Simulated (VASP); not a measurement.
# Fe (P6_3/mmc) in VASP: notebook

Fe is run at these levels: r2SCAN; tasks: relaxation of cell and atoms, single point.

Program: VASP 6.6.1. These are calculated values, not measurements. Logs are shortened: lines on timing, memory, paths and dates and some standing lists are left out, and cuts for length are marked.

## (1) The cell of the first run

The structure is hexagonal, space group P6_3/mmc (No. 194). Conventional cell: a = 2.779 Å, b = 2.779 Å, c = 7.568 Å, α = 90.00°, β = 90.00°, γ = 120.00°. Fe (site symmetry -6m2) has 3 Fe at 1.60 Å within 2.1 Å. Fe (site symmetry -6m2) has 3 Fe at 1.60 Å within 2.1 Å.

## (2) Relaxation of cell and atoms, r2SCAN

POSCAR reads:

```
Fe
1.0
    2.7785376220      0.0000000000      0.0000000000
   -1.3892688110      2.4062841661      0.0000000000
    0.0000000000      0.0000000000      7.5675618161
Fe
4
Direct
    0.0000000000      0.0000000000      0.2500000000
    0.0000000000      0.0000000000      0.7500000000
    0.3333333333      0.6666666667      0.7500000000
    0.6666666667      0.3333333333      0.2500000000
```

INCAR.step1 reads:

```
SYSTEM = Fe
PREC     = Accurate       ! precision mode
ENCUT    = 600            ! plane-wave cutoff, eV
ISMEAR   = 0              ! smearing method
SIGMA    = 0.1            ! smearing width, eV
LREAL    = .FALSE.        ! projectors in reciprocal space
LASPH    = .TRUE.         ! aspherical terms in the spheres
NELM     = 100            ! most SCF steps
GGA      = PE             ! functional
ALGO     = Normal         ! electronic algorithm
EDIFF    = 1E-4           ! SCF threshold, eV
LWAVE    = .TRUE.         ! write WAVECAR
LCHARG   = .FALSE.        ! write CHGCAR
```

INCAR.step2 reads:

```
SYSTEM = Fe
PREC     = Accurate       ! precision mode
ENCUT    = 600            ! plane-wave cutoff, eV
EDIFF    = 1E-6           ! SCF threshold, eV
ISMEAR   = 0              ! smearing method
SIGMA    = 0.1            ! smearing width, eV
LREAL    = .FALSE.        ! projectors in reciprocal space
LASPH    = .TRUE.         ! aspherical terms in the spheres
NELM     = 100            ! most SCF steps
ALGO     = Normal         ! electronic algorithm
ISIF     = 3              ! what is computed and relaxed
LWAVE    = .FALSE.        ! write WAVECAR
LCHARG   = .FALSE.        ! write CHGCAR
METAGGA  = R2SCAN         ! meta-GGA
LMIXTAU  = .TRUE.       
IBRION   = 2              ! ionic algorithm
NSW      = 90             ! ionic steps
EDIFFG   = -0.04          ! ionic threshold
ISTART   = 1
```

KPOINTS reads:

```
Automatic mesh
0
G
  9 9 2
  0 0 0
```

Potentials or basis: VASP PAW PBE potentials, release 64 (Fe).

On the command line:

```bash
> cat potpaw_PBE.64/Fe/POTCAR > POTCAR
> cp INCAR.step1 INCAR
> mpirun -np 1 vasp_std > vasp.out
> cp INCAR.step2 INCAR
> mpirun -np 1 vasp_std > vasp.out
```

OUTCAR:

```text
SYSTEM = Fe
   PREC = Accurate
   ENCUT = 600
   EDIFF = 1E-6
   ISMEAR = 0
   LREAL = .FALSE.
   LASPH = .TRUE.
   NELM = 100
   ISIF = 3
   METAGGA = R2SCAN
   IBRION = 2
   NSW = 90
   EDIFFG = -0.04
   ISTART = 1

 ion  position               nearest neighbor table
   1  0.000  0.000  0.250-   4 1.60   4 1.60   4 1.60
   2  0.000  0.000  0.750-   3 1.60   3 1.60   3 1.60
   3  0.333  0.667  0.750-   2 1.60   2 1.60   2 1.60
   4  0.667  0.333  0.250-   1 1.60   1 1.60   1 1.60

  LATTYP: Found a hexagonal cell.
 ALAT       =     2.7785376220
 C/A-ratio  =     2.7235772358

  Lattice vectors:

 A1 = (   2.7785376220,   0.0000000000,   0.0000000000)
 A2 = (  -1.3892688110,   2.4062841661,   0.0000000000)
 A3 = (   0.0000000000,   0.0000000000,   7.5675618161)

Analysis of symmetry for initial positions (statically):
=====================================================================
 Subroutine PRICEL returns:
 Original cell was already a primitive cell.

 Routine SETGRP: Setting up the symmetry group for a
 hexagonal supercell.

 Subroutine GETGRP returns: Found 24 space group operations
 (whereof 12 operations were pure point group operations)
 out of a pool of 24 trial point group operations.

The static configuration has the point symmetry D_3d.
 The point group associated with its full space group is D_6h.

Analysis of symmetry for dynamics (positions and initial velocities):
=====================================================================
 Subroutine PRICEL returns:
 Original cell was already a primitive cell.

 Routine SETGRP: Setting up the symmetry group for a
 hexagonal supercell.

 Subroutine GETGRP returns: Found 24 space group operations
 (whereof 12 operations were pure point group operations)
 out of a pool of 24 trial point group operations.

The dynamic configuration has the point symmetry D_3d.
 The point group associated with its full space group is D_6h.

 Subroutine INISYM returns: Found 24 space group operations
 (whereof 12 operations are pure point group operations),
 and found     1 'primitive' translations

----------------------------------------------------------------------------------------

                                     Primitive cell

  volume of cell :      50.5963

  direct lattice vectors                    reciprocal lattice vectors
     2.778537622  0.000000000  0.000000000     0.359901551  0.207789257  0.000000000
    -1.389268811  2.406284166  0.000000000     0.000000000  0.415578515  0.000000000
     0.000000000  0.000000000  7.567561816     0.000000000  0.000000000  0.132142958
[... 83 lines left out ...]
   LSORBIT =      F    spin-orbit coupling
   LASPH  =      T    aspherical Exc in radial PAW
   ENCUT  =  600.0 eV  44.10 Ry    6.64 a.u.   5.55  5.55 15.11*2*pi/ulx,y,z
   NELM   =    100;   NELMIN=  2; NELMDL=  0     # of ELM steps
   EDIFF  = 0.1E-05   stopping-criterion for ELM
   LREAL  =      F    real-space projection
   EDIFFG = -.4E-01   stopping-criterion for IOM
   NSW    =     90    number of steps for IOM
   IBRION =      2    ionic relax: 0-MD 1-quasi-New 2-CG
   NFREE  =      1    steps in history (QN), initial steepest desc. (CG)
   ISIF   =      3    stress and relaxation
   ISYM   =      2    0-nonsym 1-usesym 2-fastsym
   POTIM  = 0.5000    time-step for ionic-motion
   TEBEG  =    0.0;   TEEND  =   0.0 temperature during run
   PSTRESS=    0.0 pullay stress
   NELECT =      32.0000    total number of electrons
   NUPDOWN=      -1.0000    fix difference up-down
   EMIN   =  10.00;   EMAX   =-10.00  energy-range for DOS
   EFERMI =   0.00;   METHOD = LEGACY
   ISMEAR =     0;   SIGMA  =   0.10  broadening in eV -4-tet -1-fermi 0-gaus
   EFERMI_NEDOS =   21; number of points for ismear=-14 and -15
   IALGO  =     38    algorithm
   IMIX   =      4    mixing-type and parameters
     AMIX     =   0.40;   BMIX     =  1.00
     AMIX_MAG =   1.60;   BMIX_MAG =  1.00
  volume/ion in A,a.u.               =      12.65        85.36
  Fermi-wavevector in a.u.,A,eV,Ry     =   1.405244  2.655526 26.867573  1.974711
  Thomas-Fermi vector in A             =   2.527725
   LORBIT       =      0    0 simple, 1 ext, 2 COOP (PROOUT), +10 PAW based schemes
   METAGGA = R2SCAN    functional components
   LHFCALC =     F    Hartree Fock is set to
   AEXX    =    0.0000 exact exchange contribution
   IVDW    =     0    specifies the selected vdW correction
   LEPSILON=     F    determine dielectric tensor
   LRPA    =     F    only Hartree local field effects (RPA)
 conjugate gradient relaxation of ions
 non-spin polarized calculation
 Gauss-broadening in eV      SIGMA  =   0.10
  energy-cutoff  :      600.00
  volume of cell :       50.60
 maximum number of plane-waves:      1722
 NGX is ok and might be reduce to    24
   NGX = 11   NGY = 11   NGZ = 31

--------------------------------------- Ionic step        1  -------------------------------------------

 number of electron      32.0000008 magnetization

 Free energy of the ion-electron system (eV)
  ---------------------------------------------------
  ext. energy  EPLUGINS =         0.00000000
  ---------------------------------------------------
  free energy    TOTEN  =       -31.77242437 eV

  energy without entropy =      -31.74802720  energy(sigma->0) =      -31.76022578

------------------------ aborting loop because EDIFF is reached ----------------------------------------

  FORCE on cell =-STRESS in cart. coord.  units (eV):
  Direction    XX          YY          ZZ          XY          YZ          ZX
  --------------------------------------------------------------------------------------
  -------------------------------------------------------------------------------------
  Total       67.4617518     67.4617518     -0.9257440      0.0000000     -0.0000000      0.0000000
  in kB     2136.2349939   2136.2349941    -29.3144896      0.0000000     -0.0000000      0.0000000
  external PRESSURE =    1414.3851661 kB  Pullay stress =       0.0000000 kB
[... 1775 lines left out ...]
     19       4.6820      0.00000
     20       4.6820      0.00000

[... ionic steps 4 to 15 ...]

--------------------------------------- Ionic step       16  -------------------------------------------

 number of electron      32.0000027 magnetization

------------------------ aborting loop because EDIFF is reached ----------------------------------------
[... 71 lines left out ...]
--------------------------------------- Ionic step       18  -------------------------------------------

 number of electron      32.0000046 magnetization

 Free energy of the ion-electron system (eV)
  ---------------------------------------------------
  ext. energy  EPLUGINS =         0.00000000
  ---------------------------------------------------
  free energy    TOTEN  =       -50.42152284 eV

  energy without entropy =      -50.38200509  energy(sigma->0) =      -50.40176397

 E-fermi :   5.3111     XC(G=0): -13.4796

 val. band max:        5.3101053821   @ k =   0.0000   0.0000   0.5000
 cond. band min:       5.3309026971   @ k =   0.4444   0.1111   0.5000
 fundamental gap:      0.0207973150
 Fermi energy:         5.3110562477
[... 581 lines left out ...]
  FREE ENERGIE OF THE ION-ELECTRON SYSTEM (eV)
  ---------------------------------------------------
  free  energy   TOTEN  =       -50.4215228410 eV

  energy  without entropy=      -50.3820050934  energy(sigma->0) =      -50.40176397

 reached required accuracy - stopping structural energy minimisation
```

OUTCAR.step1:

```text
SYSTEM = Fe
   PREC = Accurate
   ENCUT = 600
   ISMEAR = 0
   LREAL = .FALSE.
   LASPH = .TRUE.
   NELM = 100
[... 780 lines left out ...]
      0.00000      0.00000      5.67567         0.000000     -0.000000      0.000000
     -0.00000      1.60419      5.67567        -0.000000     -0.000000     -0.000000
      1.38927      0.80209      1.89189         0.000000      0.000000      0.000000
 -----------------------------------------------------------------------------------
    total drift:                                0.000000     -0.000000     -0.000000

  FREE ENERGIE OF THE ION-ELECTRON SYSTEM (eV)
  ---------------------------------------------------
  free  energy   TOTEN  =        -8.7261911431 eV

  energy  without entropy=       -8.7017990709  energy(sigma->0) =       -8.71399511
```

OSZICAR.step1:

```text
N       E                     dE             d eps       ncg     rms          rms(c)
DAV:   1     0.297497427663E+03    0.29750E+03   -0.16561E+04   960   0.236E+03
DAV:   2     0.212598068143E+02   -0.27624E+03   -0.26103E+03   960   0.418E+02
DAV:   3    -0.814353272504E+01   -0.29403E+02   -0.27708E+02  1300   0.168E+02
DAV:   4    -0.952258054133E+01   -0.13790E+01   -0.13398E+01  1120   0.455E+01
DAV:   5    -0.956983321176E+01   -0.47253E-01   -0.46459E-01  1228   0.599E+00    0.329E+01
DAV:   6    -0.896402111261E+01    0.60581E+00   -0.77789E-01  1164   0.113E+01    0.204E+01
DAV:   7    -0.887734458023E+01    0.86677E-01   -0.12617E+00  1392   0.219E+01    0.378E+00
DAV:   8    -0.879909474439E+01    0.78250E-01   -0.15849E+00  1376   0.326E+01    0.313E+00
DAV:   9    -0.872493713930E+01    0.74158E-01   -0.36354E-01  1364   0.166E+01    0.286E-01
DAV:  10    -0.872700952380E+01   -0.20724E-02   -0.27329E-02  1436   0.199E+00    0.340E-01
DAV:  11    -0.872620217252E+01    0.80735E-03   -0.53713E-03  1356   0.189E+00    0.648E-02
DAV:  12    -0.872619114307E+01    0.11029E-04   -0.18812E-04   672   0.320E-01
   1 F= -.87261911E+01 E0= -.87139951E+01  d E =-.243921E-01
```

Wall time 70 min (1 thread of AMD EPYC 7R43 (Zen 3), shared host); peak memory 0.16 GiB.

What came out:

```yaml
Free_energy: -50.4215 eV
Relaxed_volume: 12.29 Å³/atom
Relaxed_cell: a = 3.653 Å, b = 3.653 Å, c = 4.252 Å, α = 90.00°, β = 90.00°, γ = 120.00°
Space_group_after_relaxing_to_0.05_Å: P6_3/mmc (No. 194)
Energy_gained_by_relaxing: 4662.3 meV/atom
Ionic_steps: 18
Pressure_after_relaxing: 0.1 GPa
```

The path:
| step | energy change (eV) | largest force (eV/Å) | pressure (GPa) | volume (Å³) |
| --- | --- | --- | --- | --- |
| 1 | 0.0000 | 0.0000 | 141.44 | 50.60 |
| 2 | 0.2151 | 0.0000 | -29.26 | 164.57 |
| 3 | -12.3216 | 0.0000 | -16.46 | 92.65 |
| 4 | -13.0119 | 0.0000 | -11.91 | 85.92 |
| 5 | -13.2865 | 0.0000 | 0.03 | 76.93 |
| 6 | -13.3163 | 0.0000 | -3.94 | 79.25 |
| 7 | -13.3166 | 0.0000 | -2.95 | 78.62 |
| 8 | -13.6112 | 0.0000 | -3.89 | 74.82 |
| 9 | -15.4036 | 0.0000 | -7.63 | 63.30 |
| 10 | -16.6315 | 0.0000 | 71.36 | 39.57 |
| 11 | -17.3165 | 0.0000 | -5.38 | 54.78 |
| 12 | -18.4153 | 0.0000 | 11.72 | 47.22 |
| 13 | -18.5645 | 0.0000 | 10.04 | 47.16 |
| 14 | -18.5860 | 0.0000 | 9.76 | 47.05 |
| 15 | -18.5889 | 0.0000 | 9.72 | 47.07 |
| 16 | -18.6416 | 0.0000 | 3.35 | 48.39 |
| 17 | -18.6491 | 0.0000 | -0.11 | 49.19 |
| 18 | -18.6491 | 0.0000 | 0.12 | 49.14 |

Final structure:
```
Fe
1.0
     3.65326    0.00000    0.00000
    -1.82663    3.16382    0.00000
     0.00000    0.00000    4.25181
Fe
4
Direct
  0.00000 0.00000 0.25000
  0.00000 0.00000 0.75000
  0.33333 0.66667 0.75000
  0.66667 0.33333 0.25000
```

Caveat: the k points lie up to 0.74 Å⁻¹ apart in the final cell; the bands computed are all filled at some k points, so no gap is given; the PAW data sets were made with another functional, which shifts forces and pressure a little; the run has no spin polarisation, though such a crystal can be magnetic.

## (3) Single point, r2SCAN, collinear spin, ferromagnetic start

POSCAR is that of step 2.

INCAR.step1 reads:

```
PREC = Accurate ; ENCUT = 520
ISMEAR = 0 ; SIGMA = 0.1
LREAL = False ; LASPH = True
NELM = 150 ; ISPIN = 2
MAGMOM = 4 4 4 4 ; LMAXMIX = 4
NBANDS = 28 ; GGA = PE
ALGO = Normal ; EDIFF = 1E-4
LWAVE = True ; LCHARG = False
```

INCAR.step2 reads:

```
PREC = Accurate ; ENCUT = 520
EDIFF = 1E-6 ; ISMEAR = 0
SIGMA = 0.1 ; LREAL = False
LASPH = True ; NELM = 150
ALGO = Normal ; ISIF = 2
LWAVE = False ; LCHARG = False
ISPIN = 2 ; MAGMOM = 4 4 4 4
LORBIT = 11 ; LMAXMIX = 4
METAGGA = R2SCAN ; LMIXTAU = True
NBANDS = 28 ; ISTART = 1
```

KPOINTS reads:

```
Automatic mesh
0
Gamma
  9 9 4
```

Potentials or basis: VASP PAW PBE potentials, release 64 (Fe).

On the command line:

```bash
> cat potpaw_PBE.64/Fe/POTCAR > POTCAR
> cp INCAR.step1 INCAR
> mpirun -np 1 vasp_std > vasp.out
> cp INCAR.step2 INCAR
> mpirun -np 1 vasp_std > vasp.out
```

Run time: 10 min. Hardware: 1 thread of AMD EPYC 7R43 (Zen 3), shared host; peak memory 0.22 GiB.

The run converged. Its results:

| Item | Value |
| --- | --- |
| Free energy | -31.7775 eV |
| Pressure | 141.6 GPa |
| Band gap on the k mesh | zero (filled and empty bands overlap) |
| Net moment | 0.00 μB per cell |

Stress tensor (GPa, compression positive):
```
213.92   0.00   0.00
  0.00 213.92   0.00
  0.00   0.00  -3.03
```

Levels at points of the mesh, in eV from the Fermi level:
Spin up:
```csv
k point,band 13,band 14,band 15,band 16,band 17,band 18,band 19,band 20
"(0.00, 0.00, 0.00)",-2.59,-2.10,-2.10,-2.10,-2.10,1.25,1.25,1.26
"(0.00, 0.00, 0.50)",-2.10,-2.10,-2.10,-2.10,0.34,0.34,1.25,1.25
```
Spin down:
```tsv
k point	band 12	band 13	band 14	band 15	band 16	band 17	band 18	band 19	band 20	band 21
(0.00, 0.00, 0.00)	-3.60	-2.59	-2.10	-2.10	-2.10	-2.10	1.25	1.25	1.26	1.26
(0.00, 0.00, 0.50)	-3.85	-2.10	-2.10	-2.10	-2.10	0.34	0.34	1.25	1.25	1.25
```

Caveat: the starting moments collapsed, and a magnetic state may lie lower; the PAW data sets were made with another functional, which shifts forces and pressure a little.

## (4) Single point, r2SCAN

This run uses another cell than the first one, of 12.28 Å³/atom, 0.971 times its volume.

POSCAR reads:

```
Fe
1.0
    3.6778763236      0.0000000000      0.0000000000
   -1.8389381618      3.1851343283      0.0000000000
    0.0000000000      0.0000000000      4.1947056031
Fe
4
Direct
    0.0000000000      0.0000000000      0.2500000000
    0.0000000000      0.0000000000      0.7500000000
    0.3333333333      0.6666666667      0.7500000000
    0.6666666667      0.3333333333      0.2500000000
```

INCAR.step1 reads:

```
SYSTEM = Fe
ALGO     = Normal         ! electronic algorithm
EDIFF    = 1E-4           ! SCF threshold, eV
ENCUT    = 520            ! plane-wave cutoff, eV
GGA      = PE             ! functional
ISMEAR   = 0              ! smearing method
LASPH    = .True.         ! aspherical terms in the spheres
LCHARG   = .False.        ! write CHGCAR
LREAL    = .False.        ! projectors in reciprocal space
LWAVE    = .True.         ! write WAVECAR
NBANDS   = 24             ! bands
NELM     = 100            ! most SCF steps
PREC     = Accurate       ! precision mode
SIGMA    = 0.1            ! smearing width, eV
```

INCAR.step2 reads:

```
SYSTEM = Fe
ALGO     = Normal         ! electronic algorithm
EDIFF    = 1E-6           ! SCF threshold, eV
ENCUT    = 520            ! plane-wave cutoff, eV
ISIF     = 2              ! what is computed and relaxed
ISMEAR   = 0              ! smearing method
ISTART   = 1            
LASPH    = .True.         ! aspherical terms in the spheres
LCHARG   = .False.        ! write CHGCAR
LMIXTAU  = .True.       
LREAL    = .False.        ! projectors in reciprocal space
LWAVE    = .False.        ! write WAVECAR
METAGGA  = R2SCAN         ! meta-GGA
NBANDS   = 24             ! bands
NELM     = 100            ! most SCF steps
PREC     = Accurate       ! precision mode
SIGMA    = 0.1            ! smearing width, eV
```

KPOINTS reads:

```
k-points
0
Gamma
  6 6 4
  0 0 0
```

On the command line:

```bash
> cat potpaw_PBE.64/Fe/POTCAR > POTCAR
> cp INCAR.step1 INCAR
> mpirun -np 1 vasp_std > vasp.out
> cp INCAR.step2 INCAR
> mpirun -np 1 vasp_std > vasp.out
```

Run time: 2.8 min. Hardware: 1 thread of AMD EPYC 7R43 (Zen 3), shared host; peak memory 0.13 GiB.

Results (log left out):

- Free energy: -50.3541 eV
- Pressure: -0.4 GPa
- Band gap on the k mesh: zero (band 16 reaches 5.69 eV, above the bottom of band 17 at 4.71 eV)

Stress tensor (GPa, compression positive):
```
-0.68  0.00  0.00
 0.00 -0.68  0.00
 0.00  0.00  0.19
```

Levels at points of the mesh, in eV from the Fermi level:
| k point | band 12 | band 13 | band 14 | band 15 | band 16 | band 17 | band 18 | band 19 | band 20 | band 21 |
| --- | --- | --- | --- | --- | --- | --- | --- | --- | --- | --- |
| (0.00, 0.00, 0.00) | -1.53 | -1.53 | -1.30 | -1.30 | -0.62 | -0.12 | 0.26 | 0.26 | 0.51 | 0.51 |
| (0.50, 0.00, 0.00) | -1.87 | -0.76 | -0.28 | -0.25 | 0.34 | 0.50 | 0.61 | 0.67 | 0.87 | 1.47 |
| (0.00, 0.00, 0.50) | -2.20 | -1.10 | -1.10 | -1.10 | -1.10 | -0.29 | -0.29 | -0.04 | -0.04 | -0.04 |
| (0.50, 0.00, 0.50) | -2.55 | -1.10 | -1.10 | 0.19 | 0.19 | 0.32 | 0.32 | 0.62 | 0.62 | 0.83 |

Caveat: the k points lie up to 0.37 Å⁻¹ apart; the PAW data sets were made with another functional, which shifts forces and pressure a little; the run has no spin polarisation, though such a crystal can be magnetic.
